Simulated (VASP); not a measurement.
# ScF5 (P-62m) in VASP: single point with PBE

Aim: the single point of ScF5 with PBE.

Program: VASP 6.6.1. These are calculated values, not measurements. Logs are shortened: lines on timing, memory, paths and dates and some standing lists are left out, and cuts for length are marked.

## Step 1: The cell of the first run

Symmetry: P-62m, No. 189, hexagonal system. The conventional cell has a = 5.993 Å, b = 5.993 Å, c = 2.983 Å, α = 90.00°, β = 90.00°, γ = 120.00°. Sc (site symmetry -62m) has 6 F at 2.07 Å within 2.7 Å. F (site symmetry -6) has 11 F at 2.77 to 3.46 Å and 3 Sc at 3.46 Å within 3.7 Å. F (site symmetry m2m) has 2 Sc at 2.07 Å and 6 F at 2.47 to 2.77 Å within 2.8 Å.

The cell was generated, and may not be a known phase.

## Step 2: Single point, PBE, collinear spin

Input file INCAR:

```
SYSTEM = ScF5
  PREC = Accurate
  ENCUT = 520
  EDIFF = 1E-6
  ISMEAR = 0
  SIGMA = 0.1
  LREAL = .FALSE.
  LASPH = .TRUE.
  NELM = 150
  ALGO = Normal
  ISIF = 2
  LWAVE = .FALSE.
  LCHARG = .FALSE.
  ISPIN = 2
  MAGMOM = 0 0.94 0.94 0 0 0
  LORBIT = 11
  LMAXMIX = 4
  GGA = PE
  NBANDS = 36
```

Input file KPOINTS:

```
Automatic mesh
0
G
  6 6 12
  0 0 0
```

Input file POSCAR:

```
ScF5
1.0
    5.9927716243      0.0000000000      0.0000000000
   -2.9963858122      5.1898924657      0.0000000000
    0.0000000000      0.0000000000      2.9833782009
Sc F
1 5
Direct
    0.0000000000      0.0000000000      0.5000000000
    0.6666666667      0.3333333333      0.5000000000
    0.3333333333      0.6666666667      0.5000000000
    0.2384047999      0.0000000000      0.0000000000
    0.7615952001      0.7615952001      0.0000000000
    0.0000000000      0.2384047999      0.0000000000
```

Potentials or basis: VASP PAW PBE potentials, release 64 (Sc_sv, F).

Command:

```console
> cat potpaw_PBE.64/Sc_sv/POTCAR potpaw_PBE.64/F/POTCAR > POTCAR
> mpirun -np 1 vasp_std > vasp.out
```

OUTCAR:

```text
SYSTEM = ScF5
   PREC = Accurate
   ENCUT = 520
   EDIFF = 1E-6
   ISMEAR = 0
   LREAL = .FALSE.
   LASPH = .TRUE.
   NELM = 150
   ISIF = 2
   ISPIN = 2
   LORBIT = 11
   GGA = PE

 ion  position               nearest neighbor table
   1  0.000  0.000  0.500-   5 2.07   5 2.07   4 2.07   4 2.07   6 2.07   6 2.07
   2  0.667  0.333  0.500-
   3  0.333  0.667  0.500-
   4  0.238  0.000  0.000-   1 2.07   1 2.07
   5  0.762  0.762  0.000-   1 2.07   1 2.07
   6  0.000  0.238  0.000-   1 2.07   1 2.07

  LATTYP: Found a hexagonal cell.
 ALAT       =     5.9927716243
 C/A-ratio  =     0.4978294499

  Lattice vectors:

 A1 = (   5.9927716243,   0.0000000000,   0.0000000000)
 A2 = (  -2.9963858122,   5.1898924657,   0.0000000000)
 A3 = (   0.0000000000,   0.0000000000,   2.9833782009)

Analysis of symmetry for initial positions (statically):
=====================================================================
 Subroutine PRICEL returns:
 Original cell was already a primitive cell.

 Routine SETGRP: Setting up the symmetry group for a
 hexagonal supercell.

 Subroutine GETGRP returns: Found 12 space group operations
 (whereof 12 operations were pure point group operations)
 out of a pool of 24 trial point group operations.

The static configuration has the point symmetry D_3h.

Analysis of symmetry for dynamics (positions and initial velocities):
=====================================================================
 Subroutine PRICEL returns:
 Original cell was already a primitive cell.

 Routine SETGRP: Setting up the symmetry group for a
 hexagonal supercell.

 Subroutine GETGRP returns: Found 12 space group operations
 (whereof 12 operations were pure point group operations)
 out of a pool of 24 trial point group operations.

The dynamic configuration has the point symmetry D_3h.

Analysis of structural, dynamic, and magnetic symmetry:
=====================================================================
 Subroutine PRICEL returns:
 Original cell was already a primitive cell.

 Routine SETGRP: Setting up the symmetry group for a
 hexagonal supercell.

 Subroutine GETGRP returns: Found 12 space group operations
 (whereof 12 operations were pure point group operations)
 out of a pool of 24 trial point group operations.

The overall configuration has the point symmetry D_3h.

 Subroutine INISYM returns: Found 12 space group operations
 (whereof 12 operations are pure point group operations),
 and found     1 'primitive' translations

----------------------------------------------------------------------------------------

                                     Primitive cell

  volume of cell :      92.7886

  direct lattice vectors                    reciprocal lattice vectors
     5.992771624  0.000000000  0.000000000     0.166867697  0.096341110  0.000000000
    -2.996385812  5.189892466  0.000000000     0.000000000  0.192682220  0.000000000
     0.000000000  0.000000000  2.983378201     0.000000000  0.000000000  0.335190490

  length of vectors
     5.992771624  5.992771624  2.983378201     0.192682220  0.192682220  0.335190490

  position of ions in fractional coordinates (direct lattice)
     0.000000000  0.000000000  0.500000000
     0.666666667  0.333333333  0.500000000
     0.333333333  0.666666667  0.500000000
     0.238404800  0.000000000  0.000000000
     0.761595200  0.761595200  0.000000000
     1.000000000  0.238404800  0.000000000

  ion indices of the primitive-cell ions
   primitive index   ion index
                 1           1
                 2           2
                 3           3
                 4           4
                 5           5
                 6           6

----------------------------------------------------------------------------------------

 KPOINTS: Automatic mesh

Automatic generation of k-mesh.
 Grid dimensions read from file:
 generate k-points for:    6    6   12

 Generating k-lattice:

  Cartesian coordinates                     Fractional coordinates (reciprocal lattice)
[... 21 lines left out ...]
  0.166667  0.166667  0.000000      6.000000
  0.333333  0.166667  0.000000     12.000000
[... 16 lines left out ...]
  0.166667  0.000000  0.250000     12.000000
  0.333333  0.000000  0.250000     12.000000
 [... further k-points ...]
   k-points           NKPTS =     49   k-points in BZ     NKDIM =     49   number of bands    NBANDS=     36
   number of dos      NEDOS =    301   number of ions     NIONS =      6
   total plane-waves  NPLWV =  55296
   dimension x,y,z NGX =    48 NGY =   48 NGZ =   24
   dimension x,y,z NGXF=    96 NGYF=   96 NGZF=   48
   ions per type =               1   5
   NGX,Y,Z   is equivalent  to a cutoff of  13.32, 13.32, 13.37 a.u.
   NGXF,Y,Z  is equivalent  to a cutoff of  26.63, 26.63, 26.75 a.u.
 SYSTEM =  ScF5
   PREC   = accura    normal or accurate (medium, high low for compatibility)
   ISTART =      0    job   : 0-new  1-cont  2-samecut
   ICHARG =      2    charge: 1-file 2-atom 10-const
   ISPIN  =      2    spin polarized calculation?
   LNONCOLLINEAR =      F non collinear calculations
   LSORBIT =      F    spin-orbit coupling
   LASPH  =      T    aspherical Exc in radial PAW
   ENCUT  =  520.0 eV  38.22 Ry    6.18 a.u.  11.14 11.14  5.55*2*pi/ulx,y,z
   NELM   =    150;   NELMIN=  2; NELMDL= -5     # of ELM steps
   EDIFF  = 0.1E-05   stopping-criterion for ELM
   LREAL  =      F    real-space projection
   EDIFFG = 0.1E-04   stopping-criterion for IOM
   NSW    =      0    number of steps for IOM
   IBRION =     -1    ionic relax: 0-MD 1-quasi-New 2-CG
   NFREE  =      0    steps in history (QN), initial steepest desc. (CG)
   ISIF   =      2    stress and relaxation
   ISYM   =      2    0-nonsym 1-usesym 2-fastsym
   POTIM  = 0.5000    time-step for ionic-motion
   TEBEG  =    0.0;   TEEND  =   0.0 temperature during run
   PSTRESS=    0.0 pullay stress
   NELECT =      46.0000    total number of electrons
   NUPDOWN=      -1.0000    fix difference up-down
   EMIN   =  10.00;   EMAX   =-10.00  energy-range for DOS
   EFERMI =   0.00;   METHOD = LEGACY
   ISMEAR =     0;   SIGMA  =   0.10  broadening in eV -4-tet -1-fermi 0-gaus
   EFERMI_NEDOS =   21; number of points for ismear=-14 and -15
   IALGO  =     38    algorithm
   IMIX   =      4    mixing-type and parameters
     AMIX     =   0.40;   BMIX     =  1.00
     AMIX_MAG =   1.60;   BMIX_MAG =  1.00
  volume/ion in A,a.u.               =      15.46       104.36
  Fermi-wavevector in a.u.,A,eV,Ry     =   1.295675  2.448470 22.841092  1.678773
  Thomas-Fermi vector in A             =   2.427179
   LORBIT       =     11    0 simple, 1 ext, 2 COOP (PROOUT), +10 PAW based schemes
   GGA     = PE    functional components
   LHFCALC =     F    Hartree Fock is set to
   AEXX    =    0.0000 exact exchange contribution
   IVDW    =     0    specifies the selected vdW correction
   LEPSILON=     F    determine dielectric tensor
   LRPA    =     F    only Hartree local field effects (RPA)
 spin polarized calculation
 Gauss-broadening in eV      SIGMA  =   0.10
  energy-cutoff  :      520.00
  volume of cell :       92.79
 maximum number of plane-waves:      2523
 NGX is ok and might be reduce to    48
   NGX = 23   NGY = 23   NGZ = 11

 number of electron      46.0000025 magnetization       2.0004637

 Free energy of the ion-electron system (eV)
  ---------------------------------------------------
  ext. energy  EPLUGINS =         0.00000000
  ---------------------------------------------------
  free energy    TOTEN  =       -28.06861732 eV

  energy without entropy =      -28.05497808  energy(sigma->0) =      -28.06179770

 E-fermi :  -3.5895     XC(G=0):  -8.3753

 val. band max:       -3.5991865745   @ k =   0.5000  -0.0000   0.0833
 cond. band min:      -3.5870361176   @ k =   0.3333   0.1667   0.0000
 fundamental gap:      0.0121504569
 Fermi energy:        -3.5894845905

 spin component 1

 k-point     1 :       0.0000    0.0000    0.0000
  band No.  band energies     occupation
      1     -50.7888      1.00000
      2     -29.6186      1.00000
      3     -29.6186      1.00000
      4     -29.1206      1.00000
      5     -24.6253      1.00000
      6     -24.3215      1.00000
[... 901 lines left out ...]
     34      12.3580      0.00000
     35      12.8844      0.00000

 [... further k-points ...]

 spin component 2

 k-point     1 :       0.0000    0.0000    0.0000
  band No.  band energies     occupation
      1     -50.7942      1.00000
      2     -29.6172      1.00000
      3     -29.6172      1.00000
      4     -29.1264      1.00000
      5     -24.3247      1.00000
      6     -23.4119      1.00000
[... 901 lines left out ...]
     34      12.4909      0.00000
     35      13.2310      0.00000

 [... further k-points ...]

 [bands above 35 left out]

------------------------ aborting loop because EDIFF is reached ----------------------------------------

  FORCE on cell =-STRESS in cart. coord.  units (eV):
  Direction    XX          YY          ZZ          XY          YZ          ZX
  --------------------------------------------------------------------------------------
  -------------------------------------------------------------------------------------
  Total        0.0097366      0.0097366      0.3727988     -0.0000000     -0.0000000      0.0000000
  in kB        0.1681212      0.1681212      6.4371072     -0.0000000     -0.0000000      0.0000000
  external PRESSURE =       2.2577832 kB  Pullay stress =       0.0000000 kB

 VOLUME and BASIS-vectors are now :
 -----------------------------------------------------------------------------
  energy-cutoff  :      520.00
  volume of cell :       92.79
      direct lattice vectors                 reciprocal lattice vectors
     5.992771624  0.000000000  0.000000000     0.166867697  0.096341110  0.000000000
    -2.996385812  5.189892466  0.000000000     0.000000000  0.192682220  0.000000000
     0.000000000  0.000000000  2.983378201     0.000000000  0.000000000  0.335190490

 POSITION                                       TOTAL-FORCE (eV/Angst)
 -----------------------------------------------------------------------------------
      0.00000      0.00000      1.49169         0.000000     -0.000000      0.000000
      2.99639      1.72996      1.49169         0.000000     -0.000000      0.000000
     -0.00000      3.45993      1.49169         0.000000      0.000000      0.000000
      1.42871      0.00000      0.00000         0.104593     -0.000000     -0.000000
      2.28203      3.95260      0.00000        -0.052297     -0.090581     -0.000000
     -0.71435      1.23730      0.00000        -0.052297      0.090581     -0.000000
 -----------------------------------------------------------------------------------
    total drift:                                0.000000      0.000000     -0.000000

  FREE ENERGIE OF THE ION-ELECTRON SYSTEM (eV)
  ---------------------------------------------------
  free  energy   TOTEN  =       -28.0686173229 eV

  energy  without entropy=      -28.0549780769  energy(sigma->0) =      -28.06179770

 total charge

# of ion       s       p       d       tot
------------------------------------------
    1        2.174   6.214   0.941   9.330
    2        1.758   4.039   0.000   5.798
    3        1.758   4.039   0.000   5.798
    4        1.744   4.336   0.000   6.080
    5        1.744   4.336   0.000   6.080
    6        1.744   4.336   0.000   6.080
--------------------------------------------------
tot         10.922  27.300   0.941  39.163

 magnetization (x)

# of ion       s       p       d       tot
------------------------------------------
    1       -0.001  -0.001  -0.006  -0.007
    2        0.004   0.758   0.000   0.761
    3        0.004   0.758   0.000   0.761
    4        0.001   0.077   0.000   0.078
    5        0.001   0.077   0.000   0.078
    6        0.001   0.077   0.000   0.078
--------------------------------------------------
tot          0.010   1.746  -0.006   1.749
```

Wall time 3.3 min (1 thread of Intel Xeon Platinum 8488C (Sapphire Rapids), shared host); peak memory 0.41 GiB.

What came out:

- Free energy: -28.0686 eV
- Pressure: 0.2 GPa
- Largest force: 0.105 eV/Å
- Band gap on the k mesh: zero (filled and empty bands overlap)
- Net moment: 2.00 μB per cell
- Site moments: Sc -0.01; F +0.76, +0.08 (each value once) μB
- Valence electrons inside the program's atomic spheres: Sc 9.33; F 5.80, 6.08 (each value once)

Forces on the atoms (eV/Å):
```
Sc   0.000  0.000  0.000
F    0.000  0.000  0.000
F    0.000  0.000  0.000
F    0.105  0.000  0.000
F   -0.052 -0.091  0.000
F   -0.052  0.091  0.000
```

Levels at points of the mesh, in eV from the Fermi level:
Spin up:
| k point | band 21 | band 22 | band 23 | band 24 | band 25 | band 26 | band 27 | band 28 |
| --- | --- | --- | --- | --- | --- | --- | --- | --- |
| (0.00, 0.00, 0.00) | -0.97 | -0.96 | -0.67 | -0.67 | 5.36 | 5.96 | 5.96 | 7.41 |
| (0.50, 0.00, 0.00) | -1.13 | -0.95 | -0.63 | -0.47 | 5.36 | 5.94 | 5.96 | 7.41 |
| (0.00, 0.00, 0.50) | -1.05 | -0.92 | -0.92 | -0.69 | 5.98 | 5.98 | 6.38 | 7.44 |
| (0.50, 0.00, 0.50) | -1.03 | -1.02 | -1.01 | -0.77 | 5.94 | 5.96 | 6.43 | 7.42 |
Spin down:
```csv
k point,band 19,band 20,band 21,band 22,band 23,band 24,band 25,band 26
"(0.00, 0.00, 0.00)",-0.35,-0.35,-0.20,-0.20,0.75,0.75,5.37,5.98
"(0.50, 0.00, 0.00)",-0.64,-0.28,-0.21,0.00,0.74,0.74,5.37,5.96
"(0.00, 0.00, 0.50)",-0.55,-0.55,-0.24,-0.24,-0.14,0.30,5.99,5.99
"(0.50, 0.00, 0.50)",-0.48,-0.42,-0.37,-0.30,-0.04,0.17,5.95,5.97
```
